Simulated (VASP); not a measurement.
CdTe (zinc blende), 2 atoms in the cell. Symmetry: F-43m, No. 216, cubic system. Conventional cell: a = 6.648 Å, b = 6.648 Å, c = 6.648 Å, α = 90.00°, β = 90.00°, γ = 90.00°. Cd (site symmetry -43m) has 4 Te at 2.88 Å within 3.8 Å. Te (site symmetry -43m) has 4 Cd at 2.88 Å within 3.8 Å.  This cell differs from its parent crystal: volume scaled by 1.08.

| Quantity | Value |
| --- | --- |
| Program | VASP 6.6.1 |
| Task | single point |
| Functional | PBE |
| Dispersion | D3(BJ) |
| Potentials or basis | VASP PAW PBE potentials, release 64 (Cd, Te) |
| Cutoff | 520 eV |
| k mesh | 10 × 10 × 10 |
| Occupations | gaussian, width 0.02 eV |
| Spin | no spin polarisation |
| Dipole correction | no |
| Further INCAR settings | ALGO = Normal; EDIFF = 1e-07; NBANDS = 16 |

Potentials or basis: VASP PAW PBE potentials, release 64 (Cd, Te).

Launch:

```console
$ cat potpaw_PBE.64/Cd/POTCAR potpaw_PBE.64/Te/POTCAR > POTCAR
$ mpirun -np 1 vasp_std > vasp.out
```

Hardware: 1 thread of AMD EPYC 9R45 96-Core Processor (Zen 5) (shared host).

**Question.** How long does it take, and how much memory?

**Answer.** Run time: 34 s on 1 thread of AMD EPYC 9R45 96-Core Processor (Zen 5), on a shared host, peak memory 0.21 GiB. Counts: scf iterations 13, k points 47.
